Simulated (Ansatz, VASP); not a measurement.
## Au in VASP and in Ansatz

```
Au
1.0
     2.90000    0.00000    0.00000
    -1.45000    2.51147    0.00000
     0.00000    0.00000    4.88000
Au
2
Cartesian
  1.4500 0.8372 1.2200
  0.0000 1.6743 3.6600
```

Alike in both runs: functional PBEsol; k mesh 11 × 11 × 6; occupations fermi-dirac, width 0.05 eV; non-collinear spin, spin-orbit coupling.

```csv
,VASP,Ansatz
version,VASP 6.6.1,Ansatz 0.2.0
potentials or method,"VASP PAW PBE potentials, release 64 (Au)",Ansatz PAW
plane-wave cutoff (eV),520,420
valence electrons in the cell,22,38
task,single point,band structure
```

Ansatz gave:

* pressure (GPa): -8.0
* traceless stress, the component that is largest in VASP (GPa): -0.34
* net moment per atom (μB): 0.00

What did VASP give for the same quantities?

Pressure (GPa): -7.8; traceless stress, the component that is largest in VASP (GPa): -0.33; net moment per atom (μB): 0.00.

VASP's potentials were made for PBE, not for PBEsol. VASP's potentials hold 22 valence electrons a cell and Ansatz's 38, so a difference there can come from the potentials and not from the codes.
